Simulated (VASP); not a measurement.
Au: single point with r2SCAN

Au:

```
Au
1.0
     0.00000    1.99436    2.09664
     1.99436    0.00000    2.09664
     1.99436    1.99436    0.00000
Au
1
Cartesian
  0.0000 0.0000 0.0000
```

This cell differs from its parent crystal: strain -0.025 along x and y, +0.025 along z.

```
Program             : VASP 6.6.1
Task                : single point
Functional          : r2SCAN
Potentials or basis : VASP PAW PBE potentials, release 64 (Au)
Cutoff              : 520 eV
k mesh              : 20 × 20 × 20
Occupations         : gaussian, width 0.15 eV
Spin                : no spin polarisation
```

```json
{
 "Pressure": "9.6 GPa"
}
```

Stress tensor (GPa, compression positive):
```
10.26  0.00  0.00
 0.00 10.26  0.00
 0.00  0.00  8.17
```

Levels at points of the mesh, in eV from the Fermi level:
| k point | band 3 | band 4 | band 5 | band 6 | band 7 | band 8 | band 9 | band 10 |
| --- | --- | --- | --- | --- | --- | --- | --- | --- |
| (0.00, 0.00, 0.00) | -4.94 | -4.94 | -3.79 | -3.26 | 15.29 | 18.90 | 19.78 | 19.78 |
| (0.50, 0.00, 0.00) | -4.94 | -2.33 | -2.12 | -0.94 | 3.28 | 14.60 | 17.66 | 18.67 |
| (0.50, 0.50, 0.00) | -2.26 | -1.90 | -1.90 | 0.51 | 5.34 | 11.19 | 11.19 | 18.84 |
| (0.50, 0.00, 0.50) | -2.31 | -2.06 | -1.65 | 1.39 | 6.59 | 10.23 | 10.31 | 18.06 |

Run time: 4.6 min on 1 thread of Intel(R) Xeon(R) Platinum 8259CL CPU @ 2.50GHz (Skylake/Cascade Lake), on a shared host, peak memory 0.25 GiB.

Caveat: the cell differs from its parent crystal (strain -0.025 along x and y, +0.025 along z); the PAW data sets were made with another functional, which shifts forces and pressure a little; spin-orbit coupling is left out, which moves the levels of the heavy elements.
